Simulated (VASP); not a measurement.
Crystal: CoH.

```xyz
2
Lattice="0.0000 1.8450 1.8450 1.8450 0.0000 1.8450 1.8450 1.8450 0.0000" Properties=species:S:1:pos:R:3 pbc="T T T"
Co    0.0000    0.0000    0.0000
H     1.8450    1.8450    1.8450
```

* Program: VASP 6.6.1
* Task: relaxation of cell and atoms
* Functional: LDA
* Potentials or basis: VASP PAW LDA potentials, release 64 (Co, H)
* Cutoff: 600 eV
* k mesh: 10 × 10 × 10
* Occupations: fermi-dirac, width 0.1 eV
* Spin: collinear spin, ferromagnetic start
* Starting moments: [2.5, 0.0] μB

At the start: pressure -14.7 GPa; volume 6.28 Å³/atom.

Question: Where does the relaxation end?

Answer: Over 3 steps the energy falls by 19.4 meV/atom and the volume is 5.88 Å³/atom (-6.3 %); space group Fm-3m (No. 225, to 0.05 Å); moment 0.94 μB per cell.

The path:
```tsv
step	energy change (eV)	largest force (eV/Å)	pressure (GPa)	volume (Å³)
1	0.0000	0.0000	-14.67	12.56
2	-0.0353	0.0000	5.21	11.54
3	-0.0388	0.0000	0.01	11.76
```

Final structure:
```cif
data_structure
_symmetry_space_group_name_H-M 'P 1'
_symmetry_Int_Tables_number 1
_cell_length_a 2.5529
_cell_length_b 2.5529
_cell_length_c 2.5529
_cell_angle_alpha 60.000
_cell_angle_beta 60.000
_cell_angle_gamma 60.000
_cell_volume 11.76
loop_
_atom_site_label
_atom_site_type_symbol
_atom_site_fract_x
_atom_site_fract_y
_atom_site_fract_z
_atom_site_occupancy
Co1 Co 0.00000 0.00000 0.00000 1
H1 H 0.50000 0.50000 0.50000 1
```
